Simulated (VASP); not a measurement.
# BaMgAsF (P4/nmm) in VASP: relaxation of cell and atoms with PBE+D3(BJ)

Aim: the relaxation of cell and atoms of BaMgAsF with PBE+D3(BJ).

Everything below comes from runs of VASP 6.6.1. Logs are shortened: lines on timing, memory, paths and dates and some standing lists are left out, and cuts for length are marked.

## Step 1: The cell of the first run

Symmetry: P4/nmm, No. 129, tetragonal system. The conventional cell has a = 4.418 Å, b = 4.418 Å, c = 9.687 Å, α = 90.00°, β = 90.00°, γ = 90.00°. Ba (site symmetry 4mm) has 4 F at 2.67 Å and 4 As at 3.60 Å within 3.6 Å. Within 3.6 Å of As (site symmetry 4mm) lie 4 Mg at 2.71 Å and 4 Ba at 3.60 Å. Within 3.6 Å of Mg (site symmetry -4m2) lie 4 As at 2.71 Å and 4 Mg at 3.12 Å. Within 3.5 Å of F (site symmetry -4m2) lie 4 Ba at 2.67 Å and 4 F at 3.12 Å.

## Step 2: Relaxation of cell and atoms, PBE+D3(BJ)

The input, INCAR:

```
SYSTEM = BaMgAsF
PREC = Accurate
ENCUT = 600
EDIFF = 1E-6
ISMEAR = 0
SIGMA = 0.02
LREAL = .FALSE.
LASPH = .TRUE.
NELM = 60
ALGO = Normal
ISIF = 3
LWAVE = .FALSE.
LCHARG = .FALSE.
GGA = PE
IVDW = 12
IBRION = 2
NSW = 70
EDIFFG = -0.005
```

The input, KPOINTS:

```
regular mesh
0
G
  6 6 4
  0 0 0
```

The input, POSCAR:

```
BaMgAsF
1.0
    4.4176333074      0.0000000000      0.0000000000
    0.0000000000      4.4176333074      0.0000000000
    0.0000000000      0.0000000000      9.6873358226
Ba As Mg F
2 2 2 2
Direct
    0.5000000000      0.0000000000      0.1547361974
    0.0000000000      0.5000000000      0.8452638026
    0.5000000000      0.0000000000      0.6613527585
    0.0000000000      0.5000000000      0.3386472415
    0.5000000000      0.5000000000      0.5000000000
    0.0000000000      0.0000000000      0.5000000000
    0.5000000000      0.5000000000      0.0000000000
    0.0000000000      0.0000000000      0.0000000000
```

Potentials or basis: VASP PAW PBE potentials, release 64 (Ba_sv, As, Mg, F).

Launch:

```sh
$ cat potpaw_PBE.64/Ba_sv/POTCAR potpaw_PBE.64/As/POTCAR potpaw_PBE.64/Mg/POTCAR potpaw_PBE.64/F/POTCAR > POTCAR
$ mpirun -np 1 vasp_std > vasp.out
```

OUTCAR:

```text
SYSTEM = BaMgAsF
   PREC = Accurate
   ENCUT = 600
   EDIFF = 1E-6
   ISMEAR = 0
   LREAL = .FALSE.
   LASPH = .TRUE.
   NELM = 60
   ISIF = 3
   GGA = PE
   IVDW = 12
   IBRION = 2
   NSW = 70
   EDIFFG = -0.005
 IVDW          = 12

 ion  position               nearest neighbor table
   1  0.500  0.000  0.155-   7 2.67   8 2.67   7 2.67   8 2.67   4 3.60   4 3.60   4 3.60   4 3.60
                             5 4.01   6 4.01   5 4.01   6 4.01   2 4.33   2 4.33   2 4.33   2 4.33
   2  0.000  0.500  0.845-   7 2.67   8 2.67   8 2.67   7 2.67   3 3.60   3 3.60   3 3.60   3 3.60
                             5 4.01   5 4.01   6 4.01   6 4.01   1 4.33   1 4.33   1 4.33   1 4.33
   3  0.500  0.000  0.661-   5 2.71   6 2.71   5 2.71   6 2.71   2 3.60   2 3.60   2 3.60   2 3.60

   4  0.000  0.500  0.339-   5 2.71   6 2.71   6 2.71   5 2.71   1 3.60   1 3.60   1 3.60   1 3.60

   5  0.500  0.500  0.500-   3 2.71   4 2.71   3 2.71   4 2.71   6 3.12   6 3.12   6 3.12   6 3.12
                             2 4.01   1 4.01   2 4.01   1 4.01
   6  0.000  0.000  0.500-   3 2.71   4 2.71   4 2.71   3 2.71   5 3.12   5 3.12   5 3.12   5 3.12
                             1 4.01   2 4.01   2 4.01   1 4.01
   7  0.500  0.500  0.000-   1 2.67   2 2.67   1 2.67   2 2.67
   8  0.000  0.000  0.000-   1 2.67   2 2.67   2 2.67   1 2.67

  LATTYP: Found a simple tetragonal cell.
 ALAT       =     4.4176333074
 C/A-ratio  =     2.1928791161

  Lattice vectors:

 A1 = (   4.4176333074,   0.0000000000,   0.0000000000)
 A2 = (   0.0000000000,   4.4176333074,   0.0000000000)
 A3 = (   0.0000000000,   0.0000000000,   9.6873358226)

Analysis of symmetry for initial positions (statically):
=====================================================================
 Subroutine PRICEL returns:
 Original cell was already a primitive cell.

 Routine SETGRP: Setting up the symmetry group for a
 simple tetragonal supercell.

 Subroutine GETGRP returns: Found 16 space group operations
 (whereof  8 operations were pure point group operations)
 out of a pool of 16 trial point group operations.

The static configuration has the point symmetry D_2d.
 The point group associated with its full space group is D_4h.

Analysis of symmetry for dynamics (positions and initial velocities):
=====================================================================
 Subroutine PRICEL returns:
 Original cell was already a primitive cell.

 Routine SETGRP: Setting up the symmetry group for a
 simple tetragonal supercell.

 Subroutine GETGRP returns: Found 16 space group operations
 (whereof  8 operations were pure point group operations)
 out of a pool of 16 trial point group operations.

The dynamic configuration has the point symmetry D_2d.
 The point group associated with its full space group is D_4h.

 Subroutine INISYM returns: Found 16 space group operations
 (whereof  8 operations are pure point group operations),
 and found     1 'primitive' translations

----------------------------------------------------------------------------------------

                                     Primitive cell

  volume of cell :     189.0530

  direct lattice vectors                    reciprocal lattice vectors
     4.417633307  0.000000000  0.000000000     0.226365552  0.000000000  0.000000000
     0.000000000  4.417633307  0.000000000     0.000000000  0.226365552  0.000000000
     0.000000000  0.000000000  9.687335823     0.000000000  0.000000000  0.103227556

  length of vectors
     4.417633307  4.417633307  9.687335823     0.226365552  0.226365552  0.103227556

  position of ions in fractional coordinates (direct lattice)
     0.500000000  0.000000000  0.154736197
     0.000000000  0.500000000  0.845263803
     0.500000000  0.000000000  0.661352759
     0.000000000  0.500000000  0.338647241
     0.500000000  0.500000000  0.500000000
     0.000000000  0.000000000  0.500000000
     0.500000000  0.500000000  0.000000000
     0.000000000  0.000000000  0.000000000

  ion indices of the primitive-cell ions
   primitive index   ion index
                 1           1
                 2           2
                 3           3
                 4           4
                 5           5
                 6           6
                 7           7
                 8           8

----------------------------------------------------------------------------------------

 KPOINTS: regular mesh

Automatic generation of k-mesh.
 Grid dimensions read from file:
 generate k-points for:    6    6    4

 Generating k-lattice:

  Cartesian coordinates                     Fractional coordinates (reciprocal lattice)
     0.037727592  0.000000000  0.000000000     0.166666667  0.000000000  0.000000000
     0.000000000  0.037727592  0.000000000     0.000000000  0.166666667  0.000000000
     0.000000000  0.000000000  0.025806889     0.000000000  0.000000000  0.250000000

  Length of vectors
     0.037727592  0.037727592  0.025806889

  Shift w.r.t. Gamma in fractional coordinates (k-lattice)
     0.000000000  0.000000000  0.000000000

 Subroutine IBZKPT returns following result:
 ===========================================

 Found     30 irreducible k-points:

 Following reciprocal coordinates:
            Coordinates               Weight
  0.000000  0.000000  0.000000      1.000000
  0.166667  0.000000  0.000000      4.000000
  0.333333  0.000000  0.000000      4.000000
  0.500000  0.000000  0.000000      2.000000
  0.166667  0.166667  0.000000      4.000000
  0.333333  0.166667  0.000000      8.000000
[... 16 lines left out ...]
  0.333333  0.000000  0.500000      4.000000
  0.500000  0.000000  0.500000      2.000000
 [... further k-points ...]
   k-points           NKPTS =     30   k-points in BZ     NKDIM =     30   number of bands    NBANDS=     29
   number of dos      NEDOS =    301   number of ions     NIONS =      8
   total plane-waves  NPLWV = 103680
   dimension x,y,z NGX =    36 NGY =   36 NGZ =   80
   dimension x,y,z NGXF=    72 NGYF=   72 NGZF=  160
   ions per type =               2   2   2   2
   NGX,Y,Z   is equivalent  to a cutoff of  13.55, 13.55, 13.73 a.u.
   NGXF,Y,Z  is equivalent  to a cutoff of  27.10, 27.10, 27.46 a.u.
 SYSTEM =  BaMgAsF
   PREC   = accura    normal or accurate (medium, high low for compatibility)
   ISTART =      0    job   : 0-new  1-cont  2-samecut
   ICHARG =      2    charge: 1-file 2-atom 10-const
   ISPIN  =      1    spin polarized calculation?
   LNONCOLLINEAR =      F non collinear calculations
   LSORBIT =      F    spin-orbit coupling
   LASPH  =      T    aspherical Exc in radial PAW
   ENCUT  =  600.0 eV  44.10 Ry    6.64 a.u.   8.82  8.82 19.35*2*pi/ulx,y,z
   NELM   =     60;   NELMIN=  2; NELMDL= -5     # of ELM steps
   EDIFF  = 0.1E-05   stopping-criterion for ELM
   LREAL  =      F    real-space projection
   EDIFFG = -.5E-02   stopping-criterion for IOM
   NSW    =     70    number of steps for IOM
   IBRION =      2    ionic relax: 0-MD 1-quasi-New 2-CG
   NFREE  =      1    steps in history (QN), initial steepest desc. (CG)
   ISIF   =      3    stress and relaxation
   ISYM   =      2    0-nonsym 1-usesym 2-fastsym
   POTIM  = 0.5000    time-step for ionic-motion
   TEBEG  =    0.0;   TEEND  =   0.0 temperature during run
   PSTRESS=    0.0 pullay stress
   NELECT =      48.0000    total number of electrons
   NUPDOWN=      -1.0000    fix difference up-down
   EMIN   =  10.00;   EMAX   =-10.00  energy-range for DOS
   EFERMI =   0.00;   METHOD = LEGACY
   ISMEAR =     0;   SIGMA  =   0.02  broadening in eV -4-tet -1-fermi 0-gaus
   EFERMI_NEDOS =   21; number of points for ismear=-14 and -15
   IALGO  =     38    algorithm
   IMIX   =      4    mixing-type and parameters
     AMIX     =   0.40;   BMIX     =  1.00
     AMIX_MAG =   1.60;   BMIX_MAG =  1.00
  volume/ion in A,a.u.               =      23.63       159.47
  Fermi-wavevector in a.u.,A,eV,Ry     =   1.036639  1.958963 14.621085  1.074619
  Thomas-Fermi vector in A             =   2.171039
   LORBIT       =      0    0 simple, 1 ext, 2 COOP (PROOUT), +10 PAW based schemes
   GGA     = PE    functional components
   LHFCALC =     F    Hartree Fock is set to
   AEXX    =    0.0000 exact exchange contribution
   IVDW    =    12    specifies the selected vdW correction
   LEPSILON=     F    determine dielectric tensor
   LRPA    =     F    only Hartree local field effects (RPA)
 conjugate gradient relaxation of ions
 non-spin polarized calculation
 Gauss-broadening in eV      SIGMA  =   0.02
  energy-cutoff  :      600.00
  volume of cell :      189.05
 maximum number of plane-waves:      6368
 NGX is ok and might be reduce to    36
   NGX = 17   NGY = 17   NGZ = 39

--------------------------------------- Ionic step        1  -------------------------------------------

 number of electron      47.9999973 magnetization

 Free energy of the ion-electron system (eV)
  ---------------------------------------------------
  ext. energy  EPLUGINS =         0.00000000
  ---------------------------------------------------
  free energy    TOTEN  =       -36.28571349 eV

  energy without entropy =      -36.28571349  energy(sigma->0) =      -36.28571349

------------------------ aborting loop because EDIFF is reached ----------------------------------------

 Edisp (eV)   -2.05416

 E8    (eV) :    -0.9733

  FORCE on cell =-STRESS in cart. coord.  units (eV):
  Direction    XX          YY          ZZ          XY          YZ          ZX
  --------------------------------------------------------------------------------------
  -------------------------------------------------------------------------------------
  Total      -1.52950    -1.52950    -1.46232     0.00000     0.00000    -0.00000
  in kB     -12.96216   -12.96216   -12.39280     0.00000     0.00000    -0.00000
  external pressure =      -12.77 kB  Pullay stress =        0.00 kB
[... 211 lines left out ...]
  energy  without entropy=      -38.3666842693  energy(sigma->0) =      -38.36668427

--------------------------------------- Ionic step        6  -------------------------------------------

 number of electron      47.9999971 magnetization

 Free energy of the ion-electron system (eV)
  ---------------------------------------------------
  ext. energy  EPLUGINS =         0.00000000
  ---------------------------------------------------
  free energy    TOTEN  =       -36.24868105 eV

  energy without entropy =      -36.24868105  energy(sigma->0) =      -36.24868105

 E-fermi :   2.6228     XC(G=0):  -9.0688

 val. band max:        2.4877424313   @ k =   0.0000   0.0000   0.0000
 cond. band min:       4.0492790562   @ k =   0.0000   0.0000   0.0000
 fundamental gap:      1.5615366249
 Fermi energy:         2.6227711794

 k-point     1 :       0.0000    0.0000    0.0000
  band No.  band energies     occupation
      1     -24.6882      2.00000
      2     -24.5267      2.00000
      3     -20.6242      2.00000
      4     -20.5672      2.00000
      5      -9.8407      2.00000
      6      -9.8407      2.00000
[... 757 lines left out ...]
     28       5.7945      0.00000
     29       6.5868      0.00000

 [... further k-points ...]

------------------------ aborting loop because EDIFF is reached ----------------------------------------

 Edisp (eV)   -2.11801

 E8    (eV) :    -1.0037

  FORCE on cell =-STRESS in cart. coord.  units (eV):
  Direction    XX          YY          ZZ          XY          YZ          ZX
  --------------------------------------------------------------------------------------
  -------------------------------------------------------------------------------------
  Total       0.01550     0.01550    -0.00150     0.00000     0.00000    -0.00000
  in kB       0.13533     0.13533    -0.01308     0.00000     0.00000    -0.00000
  external pressure =        0.09 kB  Pullay stress =        0.00 kB
[... 23 lines left out ...]
  FREE ENERGIE OF THE ION-ELECTRON SYSTEM (eV)
  ---------------------------------------------------
  free  energy   TOTEN  =       -38.3666913338 eV

  energy  without entropy=      -38.3666913338  energy(sigma->0) =      -38.36669133

 reached required accuracy - stopping structural energy minimisation
```

It took 9.6 min on 1 thread of Intel Xeon Platinum 8259CL at 2.50GHz (Skylake/Cascade Lake), shared host; peak memory 0.5 GiB.

What came out:

* Free energy: -38.3667 eV
* Relaxed volume: 22.94 Å³/atom
* Relaxed cell: a = 4.376 Å, b = 4.376 Å, c = 9.583 Å, α = 90.00°, β = 90.00°, γ = 90.00°
* Space group after relaxing (to 0.1 Å): P4/nmm (No. 129)
* Energy gained by relaxing: 3.4 meV/atom
* Ionic steps: 6
* Pressure after relaxing: 0.0 GPa
* Band gap on the k mesh: 1.56 eV
* Dispersion energy per atom: -0.265 eV

Forces on the atoms (eV/Å):
```
Ba   0.000  0.000  0.002
Ba   0.000  0.000 -0.002
As   0.000  0.000 -0.002
As   0.000  0.000  0.002
Mg   0.000  0.000  0.000
Mg   0.000  0.000  0.000
F    0.000  0.000  0.000
F    0.000  0.000  0.000
```

Step by step:
| step | energy change (eV) | largest force (eV/Å) | pressure (GPa) | volume (Å³) |
| --- | --- | --- | --- | --- |
| 1 | 0.0000 | 0.1433 | -1.28 | 189.05 |
| 2 | -0.0214 | 0.2105 | 0.12 | 183.95 |
| 3 | -0.0215 | 0.2088 | 0.08 | 184.07 |
| 4 | -0.0251 | 0.1170 | 0.05 | 183.83 |
| 5 | -0.0268 | 0.0082 | 0.02 | 183.55 |
| 6 | -0.0268 | 0.0023 | 0.01 | 183.53 |

Final structure:
```
Ba As Mg F
1.0
     4.37635    0.00000    0.00000
     0.00000    4.37635    0.00000
     0.00000    0.00000    9.58260
Ba As Mg F
2 2 2 2
Direct
  0.50000 0.00000 0.15798
  0.00000 0.50000 0.84202
  0.50000 0.00000 0.66157
  0.00000 0.50000 0.33843
  0.50000 0.50000 0.50000
  0.00000 0.00000 0.50000
  0.50000 0.50000 0.00000
  0.00000 0.00000 0.00000
```

Levels at points of the mesh, in eV from the valence-band top:
| k point | band 21 | band 22 | band 23 | band 24 | band 25 | band 26 | band 27 | band 28 |
| --- | --- | --- | --- | --- | --- | --- | --- | --- |
| (0.00, 0.00, 0.00) | -1.16 | -0.44 | 0.00 | 0.00 | 1.56 | 2.09 | 2.38 | 3.24 |
| (0.50, 0.00, 0.00) | -0.67 | -0.67 | -0.48 | -0.48 | 2.85 | 2.85 | 3.22 | 3.22 |
| (0.50, 0.50, 0.00) | -1.61 | -1.61 | -1.53 | -1.53 | 2.18 | 2.18 | 3.86 | 3.86 |
| (0.00, 0.00, 0.50) | -1.16 | -0.77 | -0.01 | -0.01 | 1.80 | 2.44 | 2.63 | 3.06 |
| (0.50, 0.00, 0.50) | -0.63 | -0.63 | -0.48 | -0.48 | 2.99 | 2.99 | 3.31 | 3.31 |
| (0.50, 0.50, 0.50) | -1.62 | -1.62 | -1.50 | -1.50 | 2.41 | 2.41 | 3.94 | 3.94 |

Caveat: spin-orbit coupling is left out, which moves the levels of the heavy elements. A k mesh can miss the band edges.
